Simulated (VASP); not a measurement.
Here is a VASP 6.6.1 calculation.

INCAR

```
SYSTEM = Ti2Co
PREC = Accurate
ENCUT = 520
EDIFF = 1E-6
ISMEAR = 0
SIGMA = 0.1
LREAL = .FALSE.
LASPH = .TRUE.
NELM = 150
ALGO = Fast
ISIF = 2
LWAVE = .FALSE.
LCHARG = .FALSE.
ISPIN = 2
MAGMOM = 0 0 0 0 1.11 1.11
LORBIT = 11
LMAXMIX = 4
GGA = PS
NBANDS = 46
```

KPOINTS

```
regular mesh
0
G
  10 10 10
  0 0 0
```

POSCAR

```
Ti2Co
1.0
    0.0000000000      3.1798261816      3.1798261816
    3.1798261816      0.0000000000      3.1798261816
    3.1798261816      3.1798261816      0.0000000000
Ti Co
4 2
Direct
    0.1250000000      0.1250000000      0.1250000000
    0.6250000000      0.1250000000      0.1250000000
    0.1250000000      0.1250000000      0.6250000000
    0.1250000000      0.6250000000      0.1250000000
    0.5000000000      0.5000000000      0.5000000000
    0.7500000000      0.7500000000      0.7500000000
```

Potentials or basis: VASP PAW PBE potentials, release 64 (Ti_sv, Co).

Command:

```console
$ cat potpaw_PBE.64/Ti_sv/POTCAR potpaw_PBE.64/Co/POTCAR > POTCAR
$ mpirun -np 1 vasp_std > vasp.out
```

Estimate the net moment.

0.00 μB per cell.

Predict the band gap on the k mesh.

zero (filled and empty bands overlap).

What does it give for the pressure?

60.2 GPa.

Caveat: the PAW data sets were made with another functional, which shifts forces and pressure a little.
